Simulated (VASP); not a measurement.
**TiGe4Mo: single point with PBE**

Crystal: TiGe4Mo.

```
CELL_PARAMETERS angstrom
0.00000 4.51929 4.59336
2.63487 0.00000 4.59336
2.63487 4.51929 0.00000
ATOMIC_POSITIONS crystal
Ti 0.50000 0.50000 0.50000
Ge 0.08263 0.41737 0.08263
Ge 0.16737 0.83263 0.16737
Ge 0.83263 0.16737 0.83263
Ge 0.41737 0.08263 0.41737
Mo 0.75000 0.75000 0.75000
```

```yaml
Program: VASP 6.6.1
Task: single point
Functional: PBE
Potentials_or_basis: VASP PAW PBE potentials, release 64 (Ti_sv, Ge_d, Mo_sv)
Cutoff: 520 eV
k_mesh: 4 × 4 × 4
Occupations: gaussian, width 0.1 eV
Spin: no spin polarisation
Dipole_correction: no
Further_INCAR_settings: ALGO = Normal; EDIFF = 1e-06; NBANDS = 50
```

```json
{"Pressure": "-13.4 GPa", "Largest force": "0.129 eV/Å", "Band gap on the k mesh": "zero (bands 41 and 42 overlap by 0.10 eV)"}
```

Forces on the atoms (eV/Å):
```
Ti   0.000  0.000  0.000
Ge   0.000 -0.129  0.000
Ge   0.000 -0.120  0.000
Ge   0.000  0.120  0.000
Ge   0.000  0.129  0.000
Mo   0.000  0.000  0.000
```

Stress tensor (GPa, compression positive):
```
-13.32   0.00   0.00
  0.00 -11.00   0.00
  0.00   0.00 -15.82
```

Levels at points of the mesh, in eV from the Fermi level:
| k point | band 37 | band 38 | band 39 | band 40 | band 41 | band 42 | band 43 | band 44 | band 45 | band 46 |
| --- | --- | --- | --- | --- | --- | --- | --- | --- | --- | --- |
| (0.00, 0.00, 0.00) | -2.27 | -2.21 | -2.01 | -1.73 | -1.38 | 0.61 | 1.14 | 1.41 | 1.94 | 2.12 |
| (0.50, 0.00, 0.00) | -2.37 | -1.79 | -0.81 | -0.43 | 0.04 | 0.32 | 0.70 | 1.04 | 1.14 | 1.25 |
| (0.50, 0.50, 0.00) | -2.37 | -1.81 | -1.46 | -1.18 | -0.01 | 0.20 | 1.81 | 1.87 | 1.95 | 1.97 |
| (0.50, 0.00, 0.50) | -2.64 | -2.41 | -1.65 | -1.31 | -0.03 | 0.47 | 1.00 | 1.45 | 1.86 | 1.88 |
| (0.00, 0.50, 0.50) | -1.74 | -1.68 | -1.22 | -0.75 | -0.09 | 0.05 | 0.81 | 1.10 | 1.26 | 1.37 |

Wall time 87 s on 1 thread of AMD EPYC 9R45 96-Core Processor (Zen 5) (shared host), peak memory 0.27 GiB.

Caveat: the k points lie up to 0.39 Å⁻¹ apart.
